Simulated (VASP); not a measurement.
# S (Cmcm) in VASP: single point with PBE

Aim: the single point of S with PBE.

All numbers are computed with VASP 6.6.1; they aren't measurements. Logs are shortened: lines on timing, memory, paths and dates and some standing lists are left out, and cuts for length are marked.

### Step 1. The cell of the first run

Symmetry: Cmcm, No. 63, orthorhombic system. Conventional cell: a = 3.359 Å, b = 10.161 Å, c = 3.583 Å, α = 90.00°, β = 90.00°, γ = 90.00°. S (site symmetry m2m) has 2 S at 2.11 Å within 2.8 Å.

### Step 2. Single point, PBE

File INCAR:

```
  PREC = Accurate
  ENCUT = 520
  EDIFF = 1E-6
  ISMEAR = 0
  SIGMA = 0.1
  LREAL = F
  LASPH = T
  NELM = 100
  ALGO = Normal
  ISIF = 2
  LWAVE = F
  LCHARG = F
  GGA = PE
  NBANDS = 13
```

File KPOINTS:

```
regular mesh
0
Gamma
  18 18 14
```

File POSCAR:

```
S
1.0
    1.6795372343     -5.0805461406      0.0000000000
    1.6795372343      5.0805461406      0.0000000000
    0.0000000000      0.0000000000      3.5826787256
S
2
Direct
    0.9450902604      0.0549097396      0.2500000000
    0.0549097396      0.9450902604      0.7500000000
```

Potentials or basis: VASP PAW PBE potentials, release 64 (S).

Command:

```console
$ cat potpaw_PBE.64/S/POTCAR > POTCAR
$ mpirun -np 1 vasp_std > vasp.out
```

OUTCAR:

```text
PREC = Accurate
   ENCUT = 520
   EDIFF = 1E-6
   ISMEAR = 0
   LREAL = F
   LASPH = T
   NELM = 100
   ISIF = 2
   GGA = PE

 ion  position               nearest neighbor table
   1  0.945  0.055  0.250-   2 2.11   2 2.11
   2  0.055  0.945  0.750-   1 2.11   1 2.11

  LATTYP: Found a base centered orthorhombic cell.
 ALAT       =     3.3590744686
 B/A-ratio  =     3.0249678524
 C/A-ratio  =     1.0665672223

  Lattice vectors:

 A1 = (   1.6795372343,  -5.0805461406,   0.0000000000)
 A2 = (   1.6795372343,   5.0805461406,   0.0000000000)
 A3 = (   0.0000000000,   0.0000000000,   3.5826787256)

Analysis of symmetry for initial positions (statically):
=====================================================================
 Subroutine PRICEL returns:
 Original cell was already a primitive cell.

 Routine SETGRP: Setting up the symmetry group for a
 base centered orthorhombic supercell.

 Subroutine GETGRP returns: Found  8 space group operations
 (whereof  4 operations were pure point group operations)
 out of a pool of  8 trial point group operations.

The static configuration has the point symmetry C_2h.
 The point group associated with its full space group is D_2h.

Analysis of symmetry for dynamics (positions and initial velocities):
=====================================================================
 Subroutine PRICEL returns:
 Original cell was already a primitive cell.

 Routine SETGRP: Setting up the symmetry group for a
 base centered orthorhombic supercell.

 Subroutine GETGRP returns: Found  8 space group operations
 (whereof  4 operations were pure point group operations)
 out of a pool of  8 trial point group operations.

The dynamic configuration has the point symmetry C_2h.
 The point group associated with its full space group is D_2h.

 Subroutine INISYM returns: Found  8 space group operations
 (whereof  4 operations are pure point group operations),
 and found     1 'primitive' translations

----------------------------------------------------------------------------------------

                                     Primitive cell

  volume of cell :      61.1418

  direct lattice vectors                    reciprocal lattice vectors
     1.679537234 -5.080546141  0.000000000     0.297701051 -0.098414616  0.000000000
     1.679537234  5.080546141  0.000000000     0.297701051  0.098414616  0.000000000
     0.000000000  0.000000000  3.582678726     0.000000000  0.000000000  0.279120758

  length of vectors
     5.350962008  5.350962008  3.582678726     0.313546412  0.313546412  0.279120758

  position of ions in fractional coordinates (direct lattice)
     0.945090260  0.054909740  0.250000000
     0.054909740  0.945090260  0.750000000

  ion indices of the primitive-cell ions
   primitive index   ion index
                 1           1
                 2           2

----------------------------------------------------------------------------------------

 KPOINTS: regular mesh

Automatic generation of k-mesh.
 Grid dimensions read from file:
 generate k-points for:   18   18   14

 Generating k-lattice:

  Cartesian coordinates                     Fractional coordinates (reciprocal lattice)
     0.016538947 -0.005467479  0.000000000     0.055555556  0.000000000  0.000000000
     0.016538947  0.005467479  0.000000000     0.000000000  0.055555556  0.000000000
     0.000000000  0.000000000  0.019937197     0.000000000  0.000000000  0.071428571

  Length of vectors
     0.017419245  0.017419245  0.019937197

  Shift w.r.t. Gamma in fractional coordinates (k-lattice)
     0.000000000  0.000000000  0.000000000

 Subroutine IBZKPT returns following result:
 ===========================================

 Found    728 irreducible k-points:

 Following reciprocal coordinates:
            Coordinates               Weight
  0.000000  0.000000  0.000000      1.000000
  0.055556  0.000000  0.000000      4.000000
  0.111111  0.000000  0.000000      4.000000
  0.166667  0.000000  0.000000      4.000000
  0.222222  0.000000  0.000000      4.000000
  0.277778  0.000000  0.000000      4.000000
[... 16 lines left out ...]
 -0.277778  0.055556  0.000000      4.000000
 -0.222222  0.055556  0.000000      4.000000
 [... further k-points ...]
   k-points           NKPTS =    728   k-points in BZ     NKDIM =    728   number of bands    NBANDS=     13
   number of dos      NEDOS =    301   number of ions     NIONS =      2
   total plane-waves  NPLWV =  44800
   dimension x,y,z NGX =    40 NGY =   40 NGZ =   28
   dimension x,y,z NGXF=    80 NGYF=   80 NGZF=   56
   ions per type =               2
   NGX,Y,Z   is equivalent  to a cutoff of  12.43, 12.43, 12.99 a.u.
   NGXF,Y,Z  is equivalent  to a cutoff of  24.85, 24.85, 25.99 a.u.
 SYSTEM =  unknown system
   PREC   = accura    normal or accurate (medium, high low for compatibility)
   ISTART =      0    job   : 0-new  1-cont  2-samecut
   ICHARG =      2    charge: 1-file 2-atom 10-const
   ISPIN  =      1    spin polarized calculation?
   LNONCOLLINEAR =      F non collinear calculations
   LSORBIT =      F    spin-orbit coupling
   LASPH  =      T    aspherical Exc in radial PAW
   ENCUT  =  520.0 eV  38.22 Ry    6.18 a.u.   9.95  9.95  6.66*2*pi/ulx,y,z
   NELM   =    100;   NELMIN=  2; NELMDL= -5     # of ELM steps
   EDIFF  = 0.1E-05   stopping-criterion for ELM
   LREAL  =      F    real-space projection
   EDIFFG = 0.1E-04   stopping-criterion for IOM
   NSW    =      0    number of steps for IOM
   IBRION =     -1    ionic relax: 0-MD 1-quasi-New 2-CG
   NFREE  =      0    steps in history (QN), initial steepest desc. (CG)
   ISIF   =      2    stress and relaxation
   ISYM   =      2    0-nonsym 1-usesym 2-fastsym
   POTIM  = 0.5000    time-step for ionic-motion
   TEBEG  =    0.0;   TEEND  =   0.0 temperature during run
   PSTRESS=    0.0 pullay stress
   NELECT =      12.0000    total number of electrons
   NUPDOWN=      -1.0000    fix difference up-down
   EMIN   =  10.00;   EMAX   =-10.00  energy-range for DOS
   EFERMI =   0.00;   METHOD = LEGACY
   ISMEAR =     0;   SIGMA  =   0.10  broadening in eV -4-tet -1-fermi 0-gaus
   EFERMI_NEDOS =   21; number of points for ismear=-14 and -15
   IALGO  =     38    algorithm
   IMIX   =      4    mixing-type and parameters
     AMIX     =   0.40;   BMIX     =  1.00
     AMIX_MAG =   1.60;   BMIX_MAG =  1.00
  volume/ion in A,a.u.               =      30.57       206.30
  Fermi-wavevector in a.u.,A,eV,Ry     =   0.951384  1.797856 12.315068  0.905132
  Thomas-Fermi vector in A             =   2.079849
   LORBIT       =      0    0 simple, 1 ext, 2 COOP (PROOUT), +10 PAW based schemes
   GGA     = PE    functional components
   LHFCALC =     F    Hartree Fock is set to
   AEXX    =    0.0000 exact exchange contribution
   IVDW    =     0    specifies the selected vdW correction
   LEPSILON=     F    determine dielectric tensor
   LRPA    =     F    only Hartree local field effects (RPA)
 non-spin polarized calculation
 Gauss-broadening in eV      SIGMA  =   0.10
  energy-cutoff  :      520.00
  volume of cell :       61.14
 maximum number of plane-waves:      1672
   NGX = 19   NGY = 19   NGZ = 13

 number of electron      11.9999998 magnetization

 Free energy of the ion-electron system (eV)
  ---------------------------------------------------
  ext. energy  EPLUGINS =         0.00000000
  ---------------------------------------------------
  free energy    TOTEN  =        -7.58789664 eV

  energy without entropy =       -7.58478898  energy(sigma->0) =       -7.58634281

 E-fermi :   1.4145     XC(G=0):  -7.3852

 val. band max:        1.3739790713   @ k =   0.3333   0.3333   0.0000
 cond. band min:       1.4257682963   @ k =   0.1111   0.0556   0.2857
 fundamental gap:      0.0517892250
 Fermi energy:         1.4144687185

 k-point     1 :       0.0000    0.0000    0.0000
  band No.  band energies     occupation
      1     -15.0571      2.00000
      2      -8.0700      2.00000
      3      -5.1221      2.00000
      4      -1.3141      2.00000
      5      -1.1542      2.00000
      6      -0.4243      2.00000
      7       3.2473      0.00000
      8       4.2542      0.00000
      9       6.7565      0.00000
     10       7.7515      0.00000
     11      10.9359      0.00000
     12      12.3426      0.00000
     13      12.8132      0.00000

 k-point     2 :       0.0556    0.0000    0.0000
  band No.  band energies     occupation
      1     -15.0448      2.00000
      2      -8.0577      2.00000
      3      -5.1145      2.00000
      4      -1.4778      2.00000
      5      -1.0917      2.00000
      6      -0.4113      2.00000
      7       3.1549      0.00000
      8       4.2616      0.00000
      9       6.9055      0.00000
     10       7.8221      0.00000
     11      10.9241      0.00000
     12      12.1154      0.00000
     13      12.9121      0.00000

 k-point     3 :       0.1111    0.0000    0.0000
  band No.  band energies     occupation
      1     -15.0092      2.00000
      2      -8.0218      2.00000
      3      -5.0927      2.00000
      4      -1.8315      2.00000
      5      -1.0071      2.00000
      6      -0.3737      2.00000
      7       2.8996      0.00000
      8       4.2833      0.00000
      9       7.2330      0.00000
     10       8.1157      0.00000
     11      10.8492      0.00000
     12      11.6543      0.00000
     13      12.5859      0.00000
[... 305 lines left out ...]
 k-point    23 :      -0.2778    0.0556    0.0000
  band No.  band energies     occupation
      1     -14.8813      2.00000
      2      -7.9116      2.00000
      3      -5.0155      2.00000
      4      -2.7818      2.00000
      5      -0.7576      2.00000
      6      -0.2468      2.00000
      7       2.1279      0.00000
      8       4.3398      0.00000
      9       7.6842      0.00000
     10       9.6386      0.00000
     11      10.4515      0.00000
     12      10.5757      0.00000
     13      12.4480      0.00000

 k-point    24 :      -0.2222    0.0556    0.0000
  band No.  band energies     occupation
      1     -14.9515      2.00000
      2      -7.9818      2.00000
      3      -5.0577      2.00000
      4      -2.2869      2.00000
      5      -0.8775      2.00000
      6      -0.3147      2.00000
      7       2.5414      0.00000
      8       4.2985      0.00000
      9       7.4921      0.00000
     10       8.7458      0.00000
     11      10.7341      0.00000
     12      11.1225      0.00000
     13      12.4750      0.00000

 [... further k-points ...]

------------------------ aborting loop because EDIFF is reached ----------------------------------------

  FORCE on cell =-STRESS in cart. coord.  units (eV):
  Direction    XX          YY          ZZ          XY          YZ          ZX
  --------------------------------------------------------------------------------------
  -------------------------------------------------------------------------------------
  Total       -0.0099377     -0.1012360     -0.1660013      0.0000000      0.0000000      0.0000000
  in kB       -0.2604106     -2.6528182     -4.3499488      0.0000000      0.0000000      0.0000000
  external PRESSURE =      -2.4210592 kB  Pullay stress =       0.0000000 kB

 VOLUME and BASIS-vectors are now :
 -----------------------------------------------------------------------------
  energy-cutoff  :      520.00
  volume of cell :       61.14
      direct lattice vectors                 reciprocal lattice vectors
     1.679537234 -5.080546141  0.000000000     0.297701051 -0.098414616  0.000000000
     1.679537234  5.080546141  0.000000000     0.297701051  0.098414616  0.000000000
     0.000000000  0.000000000  3.582678726     0.000000000  0.000000000  0.279120758

 POSITION                                       TOTAL-FORCE (eV/Angst)
 -----------------------------------------------------------------------------------
      1.67954     -4.52260      0.89567         0.000000     -0.083945     -0.000000
      1.67954      4.52260      2.68701         0.000000      0.083945      0.000000
 -----------------------------------------------------------------------------------
    total drift:                               -0.000000      0.000000     -0.000000

  FREE ENERGIE OF THE ION-ELECTRON SYSTEM (eV)
  ---------------------------------------------------
  free  energy   TOTEN  =        -7.5878966442 eV

  energy  without entropy=       -7.5847889771  energy(sigma->0) =       -7.58634281
```

It took 7.6 min on 1 thread of Intel Xeon Platinum 8259CL at 2.50GHz (Skylake/Cascade Lake), shared host; peak memory 0.52 GiB.

Results:

```
Free energy            : -7.5879 eV
Pressure               : -0.2 GPa
Largest force          : 0.084 eV/Å
Band gap on the k mesh : zero (bands 6 and 7 overlap by 1.43 eV)
```

Forces on the atoms (eV/Å):
```
S    0.000 -0.084  0.000
S    0.000  0.084  0.000
```

Levels at points of the mesh, in eV from the Fermi level:
```tsv
k point	band 4	band 5	band 6	band 7	band 8	band 9
(0.00, 0.00, 0.00)	-2.73	-2.57	-1.84	1.83	2.84	5.34
(0.50, 0.00, 0.00)	-5.65	-1.74	-1.45	-0.57	3.11	6.93
(0.50, 0.50, 0.00)	-2.75	-2.14	-1.86	1.90	2.66	5.44
(0.00, 0.00, 0.50)	-4.79	-0.78	-0.78	2.81	2.81	6.54
(0.50, 0.00, 0.50)	-4.44	-3.46	-3.46	4.00	4.00	6.32
(0.50, 0.50, 0.50)	-5.01	-0.79	-0.79	4.03	4.03	6.75
```
